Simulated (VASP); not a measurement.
Crystal: Fe.

```xyz
1
Lattice="-1.4332 1.4332 1.4332 1.4332 -1.4332 1.4332 1.4332 1.4332 -1.4332" Properties=species:S:1:pos:R:3 pbc="T T T"
Fe    0.0000    0.0000    0.0000
```

| Property | Result |
| --- | --- |
| Program | VASP 6.6.1 |
| Task | relaxation of cell and atoms |
| Functional | LDA |
| Potentials or basis | VASP PAW LDA potentials, release 64 (Fe) |
| Cutoff | 600 eV |
| k mesh | 15 × 15 × 15 |
| Occupations | fermi-dirac, width 0.1 eV |
| Spin | no spin polarisation |

At the start: pressure -37.8 GPa; volume 11.78 Å³/atom.

Task: How do energy, volume and symmetry change on relaxing?

Result: Over 5 steps the energy falls by 273.6 meV/atom and the volume is 9.82 Å³/atom (-16.6 %); space group Im-3m (No. 229, to 0.05 Å).

Step by step:
```
step  energy change (eV)  largest force (eV/Å)  pressure (GPa)  volume (Å³)
   1              0.0000                0.0000          -37.85        11.78
   2              0.4999                0.0000          143.02         7.64
   3             -0.2721                0.0000           -3.85         9.95
   4             -0.2735                0.0000           -1.32         9.87
   5             -0.2736                0.0000            0.12         9.82
```

Final structure:
```yaml
crystal:
  lattice:
    - [-1.34912, 1.34912, 1.34912]
    - [1.34912, -1.34912, 1.34912]
    - [1.34912, 1.34912, -1.34912]
  atoms:
    - { symbol: Fe, position: [0.00000, 0.00000, 0.00000] }
```

Caveat: the volume moved by over 15 % at a fixed basis, so the end points are rough; the volume moved by -17 % from the deposited cell, more than functionals usually miss; the run has no spin polarisation, though such a crystal can be magnetic.
